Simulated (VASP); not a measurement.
Crystal: AlN.

```xyz
4
Lattice="2.8329 0.0000 0.0000 -1.4164 2.4533 0.0000 0.0000 0.0000 4.8410" Properties=species:S:1:pos:R:3 pbc="T T T"
Al    0.0000    0.0000    0.0000
Al    0.0000    0.0000    2.4205
N     0.0000    1.6355    1.2103
N     1.4164    0.8178    3.6308
```

Base run:

```yaml
Program: VASP 6.6.1
Functional: r2SCAN
Potentials_or_basis: VASP PAW PBE potentials, release 64 (Al, N)
Cutoff: 520 eV
k_mesh: 12 × 12 × 6
Occupations: gaussian, width 0.01 eV
Spin: no spin polarisation
```

Its results: band gap on the k mesh 5.69 eV (least direct gap 5.96 eV); pressure -0.8 GPa.

The run is repeated on the same cell with these changes: functional from r2SCAN to PBE. What comes out?

Band gap on the k mesh 4.91 eV (least direct gap 5.18 eV); pressure 6.0 GPa.

Caveats: the PAW data sets were made with another functional, which shifts forces and pressure a little (at least some runs); the cell stands under pressure (at least some runs).

A k mesh can miss the band edges.
